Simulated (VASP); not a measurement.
Here is a VASP 6.6.1 calculation.

INCAR

```
ALGO = Normal ; EDIFF = 1E-6
ENCUT = 520 ; GGA = PE
ISIF = 2 ; ISMEAR = 0
LASPH = T ; LCHARG = F
LREAL = F ; LWAVE = F
NBANDS = 41 ; NELM = 80
PREC = Accurate ; SIGMA = 0.1
```

Contents of KPOINTS:

```
k-points
0
Gamma
  4 4 2
```

The input POSCAR:

```
MgCd3Te4
1.0
    4.3151379500      0.0000000000      0.0000000000
    0.0000000000      4.3151379500      0.0000000000
    0.0000000000      0.0000000000     12.2050532300
Mg Cd Te
1 3 4
Direct
    0.0000000000      0.0000000000      0.5000000000
    0.0000000000      0.0000000000      0.0000000000
    0.5000000000      0.5000000000      0.2500000000
    0.5000000000      0.5000000000      0.7500000000
    0.5000000000      0.0000000000      0.3750000000
    0.0000000000      0.5000000000      0.6250000000
    0.5000000000      0.0000000000      0.8750000000
    0.0000000000      0.5000000000      0.1250000000
```

Potentials or basis: VASP PAW PBE potentials, release 64 (Mg, Cd, Te).

The run is started by

```sh
$ cat potpaw_PBE.64/Mg/POTCAR potpaw_PBE.64/Cd/POTCAR potpaw_PBE.64/Te/POTCAR > POTCAR
$ mpirun -np 1 vasp_std > vasp.out
```

**Question.** Predict the pressure.

**Answer.** 14.2 GPa.

**Question.** Predict the largest force.

**Answer.** 0.712 eV/Å.

**Question.** Estimate the band gap on the k mesh.

**Answer.** 1.72 eV, direct.

Forces in eV/Å, atoms in the order of the input:
```
Mg   0.000  0.000  0.000
Cd   0.000  0.000  0.000
Cd   0.000  0.000 -0.007
Cd   0.000  0.000  0.007
Te   0.000  0.000  0.712
Te   0.000  0.000 -0.712
Te   0.000  0.000  0.010
Te   0.000  0.000 -0.010
```

Caveat: spin-orbit coupling is left out, which moves the levels of the heavy elements. A k mesh can miss the band edges.
